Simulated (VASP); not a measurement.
ErBe:

```
CELL_PARAMETERS angstrom
1.97620 -1.87848 0.00000
1.97620 1.87848 0.00000
-1.72817 0.00000 4.85095
ATOMIC_POSITIONS crystal
Er 0.50000 0.50000 0.50000
Be 0.50000 0.50000 0.00000
```

The cell was generated, and may not be a known phase.

```yaml
Program: VASP 6.6.1
Task: relaxation of cell and atoms
Functional: PBE
Potentials_or_basis: VASP PAW PBE potentials, release 64 (Er_3, Be), 4f in core
Cutoff: 600 eV
k_mesh: 7 × 7 × 4
Occupations: gaussian, width 0.2 eV
Spin: no spin polarisation
```

At the start: pressure 11.8 GPa; volume 18.01 Å³/atom.

**Question.** Where does the relaxation end?

**Answer.** Over 13 steps the energy falls by 1209.1 meV/atom and the volume is 19.21 Å³/atom (+6.7 %); space group C2/m (No. 12, to 0.1 Å) before, Pm-3m (No. 221, to 0.1 Å).

The path:
| step | energy change (eV) | largest force (eV/Å) | pressure (GPa) | volume (Å³) |
| --- | --- | --- | --- | --- |
| 1 | 0.0000 | 0.0000 | 11.83 | 36.02 |
| 2 | -0.9570 | 0.0000 | -1.65 | 42.99 |
| 3 | -1.1757 | 0.0000 | -7.37 | 48.33 |
| 4 | -1.8532 | 0.0000 | -6.09 | 44.09 |
| 5 | -1.9658 | 0.0000 | -4.56 | 42.60 |
| 6 | -2.0933 | 0.0000 | 0.22 | 39.25 |
| 7 | -2.3100 | 0.0000 | 1.15 | 38.14 |
| 8 | -2.3157 | 0.0000 | 1.83 | 37.75 |
| 9 | -2.4059 | 0.0000 | -1.24 | 39.17 |
| 10 | -2.4059 | 0.0000 | -1.20 | 39.14 |
| 11 | -2.4169 | 0.0000 | 0.55 | 38.06 |
| 12 | -2.4170 | 0.0000 | 0.43 | 38.13 |
| 13 | -2.4182 | 0.0000 | -0.07 | 38.42 |

Final structure:
```yaml
crystal:
  lattice:
    - [2.31647, -2.38699, -0.60444]
    - [2.31647, 2.38699, -0.60444]
    - [-3.78551, 0.00000, 4.46213]
  atoms:
    - { symbol: Er, position: [0.50000, 0.50000, 0.50000] }
    - { symbol: Be, position: [0.50000, 0.50000, 0.00000] }
```

Caveat: a cell axis changed by over 15 % at a fixed basis, so the end point is rough.
